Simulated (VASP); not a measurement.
Set up this calculation in VASP 6.6.1, as the native input.

- Task: single point
- Functional: PBE
- Potentials or basis: VASP PAW PBE potentials, release 64 (Ti_sv, B)
- Cutoff: 520 eV
- k mesh: 10 × 10 × 8
- Occupations: fermi-dirac, width 0.05 eV
- Spin: no spin polarisation
- Dipole correction: no
- Further INCAR settings: ALGO = Normal; EDIFF = 1e-07; NBANDS = 16

The structure of TiB2 lies in POSCAR:

```
TiB2
1.0
    3.0292000000      0.0000000000      0.0000000000
   -1.5146000000      2.6233641531      0.0000000000
    0.0000000000      0.0000000000      3.2284000000
Ti B
1 2
Direct
   -0.0033710000     -0.0139150000     -0.0152660000
    0.6563980000      0.3134780000      0.5027410000
    0.3314890000      0.6664920000      0.4940860000
```

This cell differs from its parent crystal: atoms moved at random.

One way to write it, as run:

INCAR

```
PREC     = Accurate       # precision mode
ENCUT    = 520            # plane-wave cutoff, eV
EDIFF    = 1E-7           # SCF threshold, eV
ISMEAR   = -1             # smearing method
SIGMA    = 0.05           # smearing width, eV
LREAL    = False          # projectors in reciprocal space
LASPH    = True           # aspherical terms in the spheres
NELM     = 100            # most SCF steps
ALGO     = Normal         # electronic algorithm
ISIF     = 2              # what is computed and relaxed
LWAVE    = False          # write WAVECAR
LCHARG   = False          # write CHGCAR
GGA      = PE             # functional
NBANDS   = 16             # bands
```

KPOINTS

```
Automatic mesh
0
Gamma
  10 10 8
```

Potentials or basis: VASP PAW PBE potentials, release 64 (Ti_sv, B).

The run is started by

```bash
$ cat potpaw_PBE.64/Ti_sv/POTCAR potpaw_PBE.64/B/POTCAR > POTCAR
$ mpirun -np 1 vasp_std > vasp.out
```

It gave:

```yaml
Pressure: 1.1 GPa
Largest_force: 0.948 eV/Å
Band_gap_on_the_k_mesh: zero (band 9 reaches 10.39 eV, above the bottom of band 10 at 9.83 eV)
```

Caveat: the cell differs from its parent crystal (atoms moved at random).

Run time: 77 s on 1 thread of Intel(R) Xeon(R) Platinum 8488C (Sapphire Rapids), on a shared host, peak memory 0.27 GiB.
